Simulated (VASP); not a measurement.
# TiO2 (P3_121) in VASP: notebook, part 2 of 2

VASP 6.6.1. The steps go on from the part before.

### Step 4. Single point, BLYP+D4

This run uses another cell than the first one, of 18.95 Å³/atom, 1.822 times its volume.

Input file INCAR:

```
SYSTEM = TiO2
  AGGAC = 1.0
  AGGAX = 1.0
  ALDAC = 0.0
  ALDAX = 1.0
  ALGO = Normal
  EDIFF = 1E-6
  ENCUT = 520
  GGA = B5
  ISIF = 2
  ISMEAR = -1
  IVDW = 13
  LASPH = .TRUE.
  LCHARG = .FALSE.
  LREAL = .FALSE.
  LWAVE = .FALSE.
  NBANDS = 46
  NELM = 100
  PREC = Accurate
  SIGMA = 0.05
  VDW_A1 = 0.44488865
  VDW_A2 = 4.0933009
  VDW_S6 = 1.0
  VDW_S8 = 2.34076671
```

Input file KPOINTS:

```
k-points
0
G
  6 6 5
  0 0 0
```

Input file POSCAR:

```
TiO2
1.0
    5.6502921896      0.0000000000      0.0000000000
   -2.8251460948      4.8932965750      0.0000000000
    0.0000000000      0.0000000000      6.1683252718
Ti O
3 6
Direct
    0.4681814564      0.0000000000      0.3333333333
    0.0000000000      0.4681814564      0.6666666667
    0.5318185436      0.5318185436      0.0000000000
    0.5780737446      0.8440010794      0.1267464825
    0.7340726652      0.1559989206      0.5399201841
    0.2659273348      0.4219262554      0.7934131492
    0.8440010794      0.5780737446      0.8732535175
    0.1559989206      0.7340726652      0.4600798159
    0.4219262554      0.2659273348      0.2065868508
```

Potentials or basis: VASP PAW PBE potentials, release 64 (Ti_sv, O).

Run with:

```console
$ cat potpaw_PBE.64/Ti_sv/POTCAR potpaw_PBE.64/O/POTCAR > POTCAR
$ mpirun -np 1 vasp_std > vasp.out
```

OUTCAR:

```text
SYSTEM = TiO2
   EDIFF = 1E-6
   ENCUT = 520
   GGA = B5
   ISIF = 2
   ISMEAR = -1
   IVDW = 13
   LASPH = .TRUE.
   LREAL = .FALSE.
   NELM = 100
   PREC = Accurate

 ion  position               nearest neighbor table
   1  0.468  0.000  0.333-   9 1.82   8 1.82   4 1.83   5 1.83
   2  0.000  0.468  0.667-   6 1.82   5 1.82   7 1.83   8 1.83
   3  0.532  0.532  0.000-   7 1.82   4 1.82   6 1.83   9 1.83
   4  0.578  0.844  0.127-   3 1.82   1 1.83
   5  0.734  0.156  0.540-   2 1.82   1 1.83
   6  0.266  0.422  0.793-   2 1.82   3 1.83
   7  0.844  0.578  0.873-   3 1.82   2 1.83
   8  0.156  0.734  0.460-   1 1.82   2 1.83
   9  0.422  0.266  0.207-   1 1.82   3 1.83

  LATTYP: Found a hexagonal cell.
 ALAT       =     5.6502921896
 C/A-ratio  =     1.0916825298

  Lattice vectors:

 A1 = (   5.6502921896,   0.0000000000,   0.0000000000)
 A2 = (  -2.8251460948,   4.8932965750,   0.0000000000)
 A3 = (   0.0000000000,   0.0000000000,   6.1683252718)

Analysis of symmetry for initial positions (statically):
=====================================================================
 Subroutine PRICEL returns:
 Original cell was already a primitive cell.

 Routine SETGRP: Setting up the symmetry group for a
 hexagonal supercell.

 Subroutine GETGRP returns: Found  6 space group operations
 (whereof  2 operations were pure point group operations)
 out of a pool of 24 trial point group operations.

The static configuration has the point symmetry C_2 .
 The point group associated with its full space group is D_3 .

Analysis of symmetry for dynamics (positions and initial velocities):
=====================================================================
 Subroutine PRICEL returns:
 Original cell was already a primitive cell.

 Routine SETGRP: Setting up the symmetry group for a
 hexagonal supercell.

 Subroutine GETGRP returns: Found  6 space group operations
 (whereof  2 operations were pure point group operations)
 out of a pool of 24 trial point group operations.
[... 141 lines left out ...]
   GGA     = B5    functional components
   LHFCALC =     F    Hartree Fock is set to
   AEXX    =    0.0000 exact exchange contribution
   IVDW    =    13    specifies the selected vdW correction
   LEPSILON=     F    determine dielectric tensor
   LRPA    =     F    only Hartree local field effects (RPA)
 non-spin polarized calculation
  energy-cutoff  :      520.00
  volume of cell :      170.55
 maximum number of plane-waves:      4631
   NGX = 21   NGY = 21   NGZ = 23

 number of electron      72.0000013 magnetization

 Free energy of the ion-electron system (eV)
  ---------------------------------------------------
  ext. energy  EPLUGINS =         0.00000000
  ---------------------------------------------------
  free energy    TOTEN  =       -77.75604735 eV

  energy without entropy =      -77.75604735  energy(sigma->0) =      -77.75604735

 E-fermi :   0.2178     XC(G=0):  -7.6115

 val. band max:       -1.0262591537   @ k =   0.1667   0.0000   0.4000
 cond. band min:       2.4487975331   @ k =   0.0000   0.0000   0.4000
 fundamental gap:      3.4750566867
 Fermi energy:         0.2178258932

 k-point     1 :       0.0000    0.0000    0.0000
  band No.  band energies     occupation
      1     -56.2335      2.00000
      2     -56.2229      2.00000
      3     -56.2229      2.00000
      4     -32.7835      2.00000
      5     -32.7584      2.00000
      6     -32.7584      2.00000
[... 1165 lines left out ...]
     45       4.5560      0.00000
     46       5.1188      0.00000

 [... further k-points ...]

------------------------ aborting loop because EDIFF is reached ----------------------------------------

  DFT-D4 for vdW energy calculation

  Edisp (eV):   -2.50055

  FORCE on cell =-STRESS in cart. coord.  units (eV):
  Direction    XX          YY          ZZ          XY          YZ          ZX
  --------------------------------------------------------------------------------------
  -------------------------------------------------------------------------------------
  Total       0.91408     0.91408     0.92419     0.00000     0.00000     0.00000
  in kB       8.58724     8.58724     8.68223     0.00000     0.00000     0.00000
  external pressure =        8.62 kB  Pullay stress =        0.00 kB

 VOLUME and BASIS-vectors are now :
 -----------------------------------------------------------------------------
  energy-cutoff  :      520.00
  volume of cell :      170.55
      direct lattice vectors                 reciprocal lattice vectors
     5.650292190  0.000000000  0.000000000     0.176981998  0.102180604  0.000000000
    -2.825146095  4.893296575  0.000000000     0.000000000  0.204361208  0.000000000
     0.000000000  0.000000000  6.168325272     0.000000000  0.000000000  0.162118558

 POSITION                                       TOTAL-FORCE (eV/Angst)
 -----------------------------------------------------------------------------------
      2.64536      0.00000      2.05611        -0.013655      0.000000      0.000000
     -1.32268      2.29095      4.11222         0.006827     -0.011825     -0.000000
      1.50247      2.60235      0.00000         0.006827      0.011825      0.000000
      0.88186      4.12995      0.78181         0.027928      0.052766     -0.033784
      3.70701      0.76335      3.33040         0.027928     -0.052766      0.033784
      0.31056      2.06461      4.89403         0.031732     -0.050569     -0.033784
      3.13571      2.82869      5.38651         0.031732      0.050569      0.033784
     -1.19242      3.59204      2.83792        -0.059661     -0.002196     -0.033784
      1.63272      1.30126      1.27429        -0.059661      0.002196      0.033784
 -----------------------------------------------------------------------------------
    total drift:                                0.000002      0.000002     -0.000000

  FREE ENERGIE OF THE ION-ELECTRON SYSTEM (eV)
  ---------------------------------------------------
  free  energy   TOTEN  =       -80.2565950417 eV

  energy  without entropy=      -80.2565950416  energy(sigma->0) =      -80.25659504
```

OSZICAR:

```text
N       E                     dE             d eps       ncg     rms          rms(c)
DAV:   1     0.103418960679E+04    0.10342E+04   -0.36674E+04  2572   0.165E+03
DAV:   2     0.663884622866E+02   -0.96780E+03   -0.93232E+03  2990   0.506E+02
DAV:   3    -0.912092837228E+02   -0.15760E+03   -0.15664E+03  3288   0.201E+02
DAV:   4    -0.103920911305E+03   -0.12712E+02   -0.12696E+02  4256   0.549E+01
DAV:   5    -0.104710853346E+03   -0.78994E+00   -0.78974E+00  3664   0.955E+00    0.428E+01
DAV:   6    -0.790444436909E+02    0.25666E+02   -0.20187E+02  3828   0.102E+02    0.184E+01
DAV:   7    -0.782195721286E+02    0.82487E+00   -0.50276E+01  3610   0.431E+01    0.121E+01
DAV:   8    -0.777234640788E+02    0.49611E+00   -0.42024E+00  3306   0.164E+01    0.370E+00
DAV:   9    -0.777692721512E+02   -0.45808E-01   -0.57975E-01  3536   0.423E+00    0.167E+00
DAV:  10    -0.777627180525E+02    0.65541E-02   -0.26852E-01  3246   0.439E+00    0.750E-01
DAV:  11    -0.777558871126E+02    0.68309E-02   -0.47332E-02  3456   0.169E+00    0.118E-01
DAV:  12    -0.777560960783E+02   -0.20897E-03   -0.27152E-03  3852   0.339E-01    0.652E-02
DAV:  13    -0.777560486903E+02    0.47388E-04   -0.29837E-04  3264   0.134E-01    0.128E-02
DAV:  14    -0.777560510834E+02   -0.23931E-05   -0.17363E-05  3602   0.291E-02    0.129E-02
DAV:  15    -0.777560473244E+02    0.37589E-05   -0.18002E-05  3304   0.364E-02    0.328E-03
DAV:  16    -0.777560473541E+02   -0.29713E-07   -0.77964E-07  1738   0.679E-03
   1 F= -.80256595E+02 E0= -.80256595E+02  d E =-.105637E-10
```

stdout:

```text
POSCAR found type information on POSCAR TiO
 POSCAR found :  2 types and       9 ions
 scaLAPACK will be used
 -----------------------------------------------------------------------------
|                                                                             |
|                                                                             |
|     You enforced a specific xc type in the INCAR file but a different       |
|     I HOPE YOU KNOW WHAT YOU ARE DOING!                                     |
|                                                                             |
 -----------------------------------------------------------------------------

 LDA part: xc-table for (Slater(with rela. corr.)+VWN5), standard interpolation
 POSCAR, INCAR and KPOINTS ok, starting setup
 FFT: planning ... GRIDC
 FFT: planning ... GRID_SOFT
 FFT: planning ... GRID
 WAVECAR not read
 entering main loop
```

Run time: 4.3 min. Hardware: 1 thread of Intel Xeon Platinum 8259CL at 2.50GHz (Skylake/Cascade Lake), shared host; peak memory 0.36 GiB.

What came out:

```
Free energy                : -80.2566 eV
Pressure                   : 0.9 GPa
Largest force              : 0.069 eV/Å
Band gap on the k mesh     : 3.48 eV, indirect (least direct gap 3.49 eV)
Dispersion energy per atom : -0.278 eV
```

Forces on the atoms (eV/Å):
```
Ti  -0.014  0.000  0.000
Ti   0.007 -0.012  0.000
Ti   0.007  0.012  0.000
O    0.028  0.053 -0.034
O    0.028 -0.053  0.034
O    0.032 -0.051 -0.034
O    0.032  0.051  0.034
O   -0.060 -0.002 -0.034
O   -0.060  0.002  0.034
```

Caveat: the PAW data sets were made with another functional, which shifts forces and pressure a little. A k mesh can miss the band edges.

### Step 5. Single point, PBE

This run uses another cell than the first one, of 18.24 Å³/atom, 1.754 times its volume.

Input file INCAR:

```
ALGO = Normal
EDIFF = 1E-6
ENCUT = 520
GGA = PE
ISIF = 2
ISMEAR = -1
LASPH = True
LCHARG = True
LELF = True
LREAL = False
LVHAR = True
LWAVE = False
NBANDS = 46
NELM = 100
PREC = Accurate
SIGMA = 0.05
```

Input file KPOINTS:

```
k-points
0
Gamma
  2 2 2
```

Input file POSCAR:

```
TiO2
1.0
    5.5822227355      0.0000000000      0.0000000000
   -2.7911113678      4.8343466985      0.0000000000
    0.0000000000      0.0000000000      6.0824678800
Ti O
3 6
Direct
    0.4669367500      0.0000000000      0.3333333333
    0.0000000000      0.4669367500      0.6666666667
    0.5330632500      0.5330632500      0.0000000000
    0.5810657200      0.8514331800      0.1206639333
    0.7296325400      0.1485668200      0.5460027333
    0.2703674600      0.4189342800      0.7873306000
    0.8514331800      0.5810657200      0.8793360667
    0.1485668200      0.7296325400      0.4539972667
    0.4189342800      0.2703674600      0.2126694000
```

Run with:

```console
$ cat potpaw_PBE.64/Ti_sv/POTCAR potpaw_PBE.64/O/POTCAR > POTCAR
$ mpirun -np 1 vasp_std > vasp.out
```

Wall time 32 s (1 thread of Intel Xeon Platinum 8488C (Sapphire Rapids), shared host); peak memory 0.26 GiB.

It converged, with:

- Free energy: -80.3688 eV
- Pressure: 2.0 GPa
- Largest force: 0.103 eV/Å
- Band gap on the k mesh: 3.53 eV, direct

Forces in eV/Å, atoms in the order of the input:
```
Ti  -0.002  0.000  0.000
Ti   0.001 -0.001  0.000
Ti   0.001  0.001  0.000
O    0.046  0.077 -0.050
O    0.046 -0.077  0.050
O    0.044 -0.079 -0.050
O    0.044  0.079  0.050
O   -0.090  0.002 -0.050
O   -0.090 -0.002  0.050
```

Levels at points of the mesh, in eV from the valence-band top:
```
           k point  band 32  band 33  band 34  band 35  band 36  band 37  band 38  band 39  band 40  band 41
(0.00, 0.00, 0.00)    -0.83    -0.83    -0.32    -0.31    -0.31     3.58     4.16     4.16     4.57     4.57
(0.50, 0.00, 0.00)    -0.83    -0.80    -0.79    -0.19    -0.03     3.81     3.82     4.13     4.75     5.22
(0.00, 0.00, 0.50)    -1.02    -0.60    -0.04    -0.04     0.00     3.53     3.94     3.94     4.35     4.43
(0.50, 0.00, 0.50)    -0.84    -0.74    -0.44    -0.29    -0.25     4.08     4.30     4.34     4.77     4.84
```

Caveat: the k points lie up to 0.65 Å⁻¹ apart. A k mesh can miss the band edges.

### Step 6. Summary

| level | cell | k mesh | smearing | gap on the mesh (eV) | pressure (GPa) | largest force (eV/Å) |
| --- | --- | --- | --- | --- | --- | --- |
| RPBE+D3(BJ) | a = 4.457, b = 4.457, c = 5.440 Å, angles 90.0, 90.0, 120.0°, 9 atoms | 6 × 6 × 5 | fermi-dirac 0.05 eV | 2.54 | 0.7 | 0.08 |
| PBE | a = 5.582, b = 5.582, c = 6.082 Å, angles 90.0, 90.0, 120.0°, 9 atoms | 6 × 6 × 5 | gaussian 0.015 eV | 3.61 | 1.9 | 0.09 |
| BLYP+D4 | a = 5.650, b = 5.650, c = 6.168 Å, angles 90.0, 90.0, 120.0°, 9 atoms | 6 × 6 × 5 | fermi-dirac 0.05 eV | 3.48 | 0.9 | 0.07 |
| PBE | a = 5.582, b = 5.582, c = 6.082 Å, angles 90.0, 90.0, 120.0°, 9 atoms | 2 × 2 × 2 | fermi-dirac 0.05 eV | 3.53 | 2.0 | 0.10 |

Alike in all rows: task single point; potentials or basis VASP PAW PBE potentials, release 64 (Ti_sv, O); no spin polarisation; cutoff (eV) 520.

Caveats: some runs use coarse meshes; the PAW data sets were made with another functional, which shifts forces and pressure a little (some runs).

Total energies depend on the potentials used, so only differences within one code and one set of settings carry meaning.
